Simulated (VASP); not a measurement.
In3As: single point with r2SCAN

In3As:

```
In As
1.0
     4.67168    0.00000    0.00000
     0.00000    4.67168    0.00000
     0.00000    0.00000    4.67168
In As
3 1
Direct
  0.00000 0.50000 0.50000
  0.50000 0.00000 0.50000
  0.50000 0.50000 0.00000
  0.00000 0.00000 0.00000
```

* Program: VASP 6.6.1
* Task: single point
* Functional: r2SCAN
* Potentials or basis: VASP PAW PBE potentials, release 64 (In_d, As)
* Cutoff: 520 eV
* k mesh: 4 × 4 × 4
* Occupations: fermi-dirac, width 0.1 eV
* Spin: no spin polarisation
* Dipole correction: no
* Further INCAR settings: ALGO = Normal; EDIFF = 1e-06; NBANDS = 30

| Item | Value |
| --- | --- |
| Pressure | -1.5 GPa |
| Band gap on the k mesh | zero (bands 22 and 23 overlap by 4.07 eV) |

Levels at points of the mesh, in eV from the Fermi level:
| k point | band 18 | band 19 | band 20 | band 21 | band 22 | band 23 | band 24 | band 25 | band 26 | band 27 |
| --- | --- | --- | --- | --- | --- | --- | --- | --- | --- | --- |
| (0.00, 0.00, 0.00) | -3.31 | -3.31 | -3.31 | -2.04 | -2.04 | 1.90 | 1.90 | 1.90 | 4.62 | 4.62 |
| (0.50, 0.00, 0.00) | -4.64 | -1.99 | -1.99 | -1.33 | -0.30 | -0.30 | -0.27 | 1.46 | 4.71 | 4.71 |
| (0.50, 0.50, 0.00) | -6.37 | -6.30 | -1.15 | -0.48 | 0.25 | 0.25 | 1.69 | 1.82 | 1.82 | 1.94 |
| (0.50, 0.50, 0.50) | -4.56 | -4.56 | -4.39 | -4.39 | -4.39 | -3.82 | 4.72 | 4.72 | 4.72 | 9.01 |

Run time: 3.3 min on 1 thread of Intel Xeon 8259CL, with other jobs on the host, peak memory 0.22 GiB.

Caveat: the PAW data sets were made with another functional, which shifts forces and pressure a little; spin-orbit coupling is left out, which moves the levels of the heavy elements.
